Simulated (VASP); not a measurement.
# Zr (P6_3/mmc) in VASP: a series of runs, part 2 of 2

VASP 6.6.1. The steps go on from the part before.

## (3) Single point, PBEsol (22.12 Å³/atom)

This run uses another cell than the first one, of 22.12 Å³/atom.

File INCAR:

```
SYSTEM = Zr
  PREC = Accurate
  ENCUT = 520
  EDIFF = 1E-6
  ISMEAR = -1
  SIGMA = 0.08
  LREAL = .False.
  LASPH = .True.
  NELM = 80
  ALGO = Normal
  ISIF = 2
  LWAVE = .False.
  LCHARG = .False.
  GGA = PS
  NBANDS = 19
```

File KPOINTS:

```
Automatic mesh
0
Gamma
  13 13 7
  0 0 0
```

File POSCAR:

```
Zr
1.0
    3.1772080069      0.0000000000      0.0000000000
   -1.5886040034      2.7515428470      0.0000000000
    0.0000000000      0.0000000000      5.0597458556
Zr
2
Direct
    0.3333333333      0.6666666667      0.2500000000
    0.6666666667      0.3333333333      0.7500000000
```

Potentials or basis: VASP PAW PBE potentials, release 64 (Zr_sv).

Command:

```
cat potpaw_PBE.64/Zr_sv/POTCAR > POTCAR
mpirun -np 1 vasp_std > vasp.out
```

OUTCAR:

```text
SYSTEM = Zr
   PREC = Accurate
   ENCUT = 520
   EDIFF = 1E-6
   ISMEAR = -1
   LREAL = .False.
   LASPH = .True.
   NELM = 80
   ISIF = 2
   GGA = PS

 ion  position               nearest neighbor table
   1  0.333  0.667  0.250-   2 3.12   2 3.12   2 3.12   2 3.12   2 3.12   2 3.12
   2  0.667  0.333  0.750-   1 3.12   1 3.12   1 3.12   1 3.12   1 3.12   1 3.12

  LATTYP: Found a hexagonal cell.
 ALAT       =     3.1772080069
 C/A-ratio  =     1.5925132521

  Lattice vectors:

 A1 = (   3.1772080069,   0.0000000000,   0.0000000000)
 A2 = (  -1.5886040034,   2.7515428470,   0.0000000000)
 A3 = (   0.0000000000,   0.0000000000,   5.0597458556)

Analysis of symmetry for initial positions (statically):
=====================================================================
 Subroutine PRICEL returns:
 Original cell was already a primitive cell.

 Routine SETGRP: Setting up the symmetry group for a
 hexagonal supercell.

 Subroutine GETGRP returns: Found 24 space group operations
 (whereof 12 operations were pure point group operations)
 out of a pool of 24 trial point group operations.

The static configuration has the point symmetry D_3d.
 The point group associated with its full space group is D_6h.

Analysis of symmetry for dynamics (positions and initial velocities):
=====================================================================
 Subroutine PRICEL returns:
 Original cell was already a primitive cell.

 Routine SETGRP: Setting up the symmetry group for a
 hexagonal supercell.

 Subroutine GETGRP returns: Found 24 space group operations
 (whereof 12 operations were pure point group operations)
 out of a pool of 24 trial point group operations.

The dynamic configuration has the point symmetry D_3d.
 The point group associated with its full space group is D_6h.

 Subroutine INISYM returns: Found 24 space group operations
 (whereof 12 operations are pure point group operations),
 and found     1 'primitive' translations

----------------------------------------------------------------------------------------

                                     Primitive cell

  volume of cell :      44.2334

  direct lattice vectors                    reciprocal lattice vectors
     3.177208007  0.000000000  0.000000000     0.314741747  0.181716233  0.000000000
    -1.588604003  2.751542847  0.000000000     0.000000000  0.363432465  0.000000000
     0.000000000  0.000000000  5.059745856     0.000000000  0.000000000  0.197638385

  length of vectors
     3.177208007  3.177208007  5.059745856     0.363432465  0.363432465  0.197638385

  position of ions in fractional coordinates (direct lattice)
     0.333333333  0.666666667  0.250000000
     0.666666667  0.333333333  0.750000000

  ion indices of the primitive-cell ions
   primitive index   ion index
                 1           1
                 2           2

----------------------------------------------------------------------------------------

 KPOINTS: Automatic mesh

Automatic generation of k-mesh.
 Grid dimensions read from file:
 generate k-points for:   13   13    7

 Generating k-lattice:

  Cartesian coordinates                     Fractional coordinates (reciprocal lattice)
     0.024210904  0.013978172  0.000000000     0.076923077  0.000000000  0.000000000
     0.000000000  0.027956343  0.000000000     0.000000000  0.076923077  0.000000000
     0.000000000  0.000000000  0.028234055     0.000000000  0.000000000  0.142857143

  Length of vectors
     0.027956343  0.027956343  0.028234055

  Shift w.r.t. Gamma in fractional coordinates (k-lattice)
     0.000000000  0.000000000  0.000000000

 Subroutine IBZKPT returns following result:
 ===========================================

 Found     84 irreducible k-points:

 Following reciprocal coordinates:
            Coordinates               Weight
  0.000000  0.000000  0.000000      1.000000
  0.076923 -0.000000  0.000000      6.000000
  0.153846  0.000000  0.000000      6.000000
  0.230769  0.000000  0.000000      6.000000
  0.307692  0.000000  0.000000      6.000000
  0.384615 -0.000000  0.000000      6.000000
[... 16 lines left out ...]
  0.076923 -0.000000  0.142857     12.000000
  0.153846  0.000000  0.142857     12.000000
 [... further k-points ...]
   k-points           NKPTS =     84   k-points in BZ     NKDIM =     84   number of bands    NBANDS=     19
   number of dos      NEDOS =    301   number of ions     NIONS =      2
   total plane-waves  NPLWV =  23040
   dimension x,y,z NGX =    24 NGY =   24 NGZ =   40
   dimension x,y,z NGXF=    48 NGYF=   48 NGZF=   80
   ions per type =               2
   NGX,Y,Z   is equivalent  to a cutoff of  12.56, 12.56, 13.14 a.u.
   NGXF,Y,Z  is equivalent  to a cutoff of  25.12, 25.12, 26.29 a.u.
 SYSTEM =  Zr
   PREC   = accura    normal or accurate (medium, high low for compatibility)
   ISTART =      0    job   : 0-new  1-cont  2-samecut
   ICHARG =      2    charge: 1-file 2-atom 10-const
   ISPIN  =      1    spin polarized calculation?
   LNONCOLLINEAR =      F non collinear calculations
   LSORBIT =      F    spin-orbit coupling
   LASPH  =      T    aspherical Exc in radial PAW
   ENCUT  =  520.0 eV  38.22 Ry    6.18 a.u.   5.91  5.91  9.41*2*pi/ulx,y,z
   NELM   =     80;   NELMIN=  2; NELMDL= -5     # of ELM steps
   EDIFF  = 0.1E-05   stopping-criterion for ELM
   LREAL  =      F    real-space projection
   EDIFFG = 0.1E-04   stopping-criterion for IOM
   NSW    =      0    number of steps for IOM
   IBRION =     -1    ionic relax: 0-MD 1-quasi-New 2-CG
   NFREE  =      0    steps in history (QN), initial steepest desc. (CG)
   ISIF   =      2    stress and relaxation
   ISYM   =      2    0-nonsym 1-usesym 2-fastsym
   POTIM  = 0.5000    time-step for ionic-motion
   TEBEG  =    0.0;   TEEND  =   0.0 temperature during run
   PSTRESS=    0.0 pullay stress
   NELECT =      24.0000    total number of electrons
   NUPDOWN=      -1.0000    fix difference up-down
   EMIN   =  10.00;   EMAX   =-10.00  energy-range for DOS
   EFERMI =   0.00;   METHOD = LEGACY
   ISMEAR =    -1;   SIGMA  =   0.08  broadening in eV -4-tet -1-fermi 0-gaus
   EFERMI_NEDOS =   21; number of points for ismear=-14 and -15
   IALGO  =     38    algorithm
   IMIX   =      4    mixing-type and parameters
     AMIX     =   0.40;   BMIX     =  1.00
     AMIX_MAG =   1.60;   BMIX_MAG =  1.00
  volume/ion in A,a.u.               =      22.12       149.25
  Fermi-wavevector in a.u.,A,eV,Ry     =   1.335247  2.523251 24.257627  1.782885
  Thomas-Fermi vector in A             =   2.463966
   LORBIT       =      0    0 simple, 1 ext, 2 COOP (PROOUT), +10 PAW based schemes
   GGA     = PS    functional components
   LHFCALC =     F    Hartree Fock is set to
   AEXX    =    0.0000 exact exchange contribution
   IVDW    =     0    specifies the selected vdW correction
   LEPSILON=     F    determine dielectric tensor
   LRPA    =     F    only Hartree local field effects (RPA)
 non-spin polarized calculation
  energy-cutoff  :      520.00
  volume of cell :       44.23
 maximum number of plane-waves:      1206
 NGX is ok and might be reduce to    24
   NGX = 11   NGY = 11   NGZ = 19

 number of electron      24.0000000 magnetization

 Free energy of the ion-electron system (eV)
  ---------------------------------------------------
  ext. energy  EPLUGINS =         0.00000000
  ---------------------------------------------------
  free energy    TOTEN  =       -18.17829112 eV

  energy without entropy =      -18.13404150  energy(sigma->0) =      -18.15616631

 E-fermi :   9.4363     XC(G=0): -11.4388

 val. band max:        9.4120033097   @ k =   0.3077   0.3077   0.4286
 cond. band min:       9.4448889331   @ k =   0.0769   0.0769   0.0000
 fundamental gap:      0.0328856234
 Fermi energy:         9.4363442277

 k-point     1 :       0.0000    0.0000    0.0000
  band No.  band energies     occupation
      1     -39.1925      2.00000
      2     -38.9994      2.00000
      3     -17.8430      2.00000
      4     -16.8161      2.00000
      5     -16.8161      2.00000
      6     -16.6494      2.00000
[... 11 lines left out ...]
     18      11.6711      0.00000
     19      14.1380      0.00000
[... 485 lines left out ...]
 k-point    24 :       0.1538    0.0000    0.1429
  band No.  band energies     occupation
      1     -39.1520      2.00000
      2     -38.9954      2.00000
      3     -17.7160      2.00000
      4     -16.9840      2.00000
      5     -16.8795      2.00000
      6     -16.8644      2.00000
[... 11 lines left out ...]
     18      11.8464      0.00000
     19      14.4970      0.00000

 [... further k-points ...]

------------------------ aborting loop because EDIFF is reached ----------------------------------------

  FORCE on cell =-STRESS in cart. coord.  units (eV):
  Direction    XX          YY          ZZ          XY          YZ          ZX
  --------------------------------------------------------------------------------------
  -------------------------------------------------------------------------------------
  Total        0.3707720      0.3707720      0.6847837      0.0000000     -0.0000000      0.0000000
  in kB       13.4297190     13.4297190     24.8035219      0.0000000     -0.0000000      0.0000000
  external PRESSURE =      17.2209867 kB  Pullay stress =       0.0000000 kB

 VOLUME and BASIS-vectors are now :
 -----------------------------------------------------------------------------
  energy-cutoff  :      520.00
  volume of cell :       44.23
      direct lattice vectors                 reciprocal lattice vectors
     3.177208007  0.000000000  0.000000000     0.314741747  0.181716233  0.000000000
    -1.588604003  2.751542847  0.000000000     0.000000000  0.363432465  0.000000000
     0.000000000  0.000000000  5.059745856     0.000000000  0.000000000  0.197638385

 POSITION                                       TOTAL-FORCE (eV/Angst)
 -----------------------------------------------------------------------------------
     -0.00000      1.83436      1.26494         0.000000     -0.000000      0.000000
      1.58860      0.91718      3.79481        -0.000000      0.000000      0.000000
 -----------------------------------------------------------------------------------
    total drift:                               -0.000000      0.000000     -0.000000

  FREE ENERGIE OF THE ION-ELECTRON SYSTEM (eV)
  ---------------------------------------------------
  free  energy   TOTEN  =       -18.1782911193 eV

  energy  without entropy=      -18.1340414952  energy(sigma->0) =      -18.15616631
```

OSZICAR:

```text
N       E                     dE             d eps       ncg     rms          rms(c)
DAV:   1     0.217296641453E+03    0.21730E+03   -0.13343E+04  3192   0.126E+03
DAV:   2    -0.245297494986E+01   -0.21975E+03   -0.21527E+03  3696   0.372E+02
DAV:   3    -0.185510205506E+02   -0.16098E+02   -0.15952E+02  5802   0.730E+01
DAV:   4    -0.189275700075E+02   -0.37655E+00   -0.37616E+00  3717   0.118E+01
DAV:   5    -0.189394743239E+02   -0.11904E-01   -0.11902E-01  4820   0.139E+00    0.165E+01
DAV:   6    -0.183008183318E+02    0.63866E+00   -0.94425E-01  3472   0.734E+00    0.672E+00
DAV:   7    -0.181736373586E+02    0.12718E+00   -0.62258E-01  4586   0.515E+00    0.115E+00
DAV:   8    -0.181781476402E+02   -0.45103E-02   -0.36875E-02  4080   0.155E+00    0.228E-01
DAV:   9    -0.181783114651E+02   -0.16382E-03   -0.12170E-03  4357   0.301E-01    0.260E-02
DAV:  10    -0.181782892746E+02    0.22190E-04   -0.37510E-05  4525   0.394E-02    0.214E-02
DAV:  11    -0.181782911660E+02   -0.18914E-05   -0.82001E-06  3585   0.309E-02    0.228E-03
DAV:  12    -0.181782911193E+02    0.46663E-07   -0.19126E-07  1998   0.306E-03
   1 F= -.18178291E+02 E0= -.18156166E+02  d E =-.442496E-01
```

Run time: 80 s. Hardware: 1 thread of Intel Xeon 8259CL, shared host; peak memory 0.19 GiB.

What came out:

```
Free energy            : -18.1783 eV
Pressure               : 1.7 GPa
Band gap on the k mesh : zero (bands 12 and 13 overlap by 1.20 eV)
```

Stress tensor (GPa, compression positive):
```
1.34 0.00 0.00
0.00 1.34 0.00
0.00 0.00 2.48
```

Levels at points of the mesh, in eV from the Fermi level:
```tsv
k point	band 10	band 11	band 12	band 13	band 14	band 15
(0.00, 0.00, 0.00)	-3.18	0.87	0.87	1.04	1.40	1.62
```

Caveat: the PAW data sets were made with another functional, which shifts forces and pressure a little.

## (4) Single point, PBEsol (22.35 Å³/atom)

This run uses another cell than the first one, of 22.35 Å³/atom.

File INCAR:

```
PREC     = Accurate       # precision mode
ENCUT    = 520            # plane-wave cutoff, eV
EDIFF    = 1E-6           # SCF threshold, eV
ISMEAR   = -1             # smearing method
SIGMA    = 0.08           # smearing width, eV
LREAL    = F              # projectors in reciprocal space
LASPH    = T              # aspherical terms in the spheres
NELM     = 80             # most SCF steps
ALGO     = Normal         # electronic algorithm
ISIF     = 2              # what is computed and relaxed
LWAVE    = F              # write WAVECAR
LCHARG   = T              # write CHGCAR
GGA      = PS             # functional
LELF     = T              # ELF
LVHAR    = T            
NBANDS   = 19             # bands
```

File KPOINTS:

```
regular mesh
0
Gamma
  13 13 7
```

File POSCAR:

```
Zr
1.0
    3.1883172162      0.0000000000      0.0000000000
   -1.5941586081      2.7611637045      0.0000000000
    0.0000000000      0.0000000000      5.0774374186
Zr
2
Direct
    0.3333333333      0.6666666667      0.2500000000
    0.6666666667      0.3333333333      0.7500000000
```

Command:

```
cat potpaw_PBE.64/Zr_sv/POTCAR > POTCAR
mpirun -np 1 vasp_std > vasp.out
```

It took 81 s on 1 thread of Intel Xeon 8259CL, shared host; peak memory 0.2 GiB.

The run converged. Its results:

```
Free energy            : -18.1819 eV
Pressure               : 0.6 GPa
Band gap on the k mesh : zero (bands 12 and 13 overlap by 1.17 eV)
```

Stress tensor (GPa, compression positive):
```
0.30 0.00 0.00
0.00 0.30 0.00
0.00 0.00 1.33
```

Levels at points of the mesh, in eV from the Fermi level:
| k point | band 8 | band 9 | band 10 | band 11 | band 12 | band 13 | band 14 | band 15 | band 16 | band 17 |
| --- | --- | --- | --- | --- | --- | --- | --- | --- | --- | --- |
| (0.00, 0.00, 0.00) | -26.12 | -5.73 | -3.15 | 0.87 | 0.87 | 1.04 | 1.36 | 1.61 | 1.61 | 2.22 |

Caveat: the PAW data sets were made with another functional, which shifts forces and pressure a little.

## (5) Overview

| cell | gap on the mesh (eV) | pressure (GPa) |
| --- | --- | --- |
| a = 3.166, b = 3.166, c = 5.042 Å, angles 90.0, 90.0, 120.0°, 2 atoms | none | 2.8 |
| a = 3.177, b = 3.177, c = 5.060 Å, angles 90.0, 90.0, 120.0°, 2 atoms | none | 1.7 |
| a = 3.188, b = 3.188, c = 5.077 Å, angles 90.0, 90.0, 120.0°, 2 atoms | none | 0.6 |

Alike in all rows: task single point; level PBEsol; potentials or basis VASP PAW PBE potentials, release 64 (Zr_sv); no spin polarisation; k mesh 13 × 13 × 7; cutoff (eV) 520; smearing fermi-dirac 0.08 eV.

Caveats: the PAW data sets were made with another functional, which shifts forces and pressure a little.

Total energies depend on the potentials used, so only differences within one code and one set of settings carry meaning.
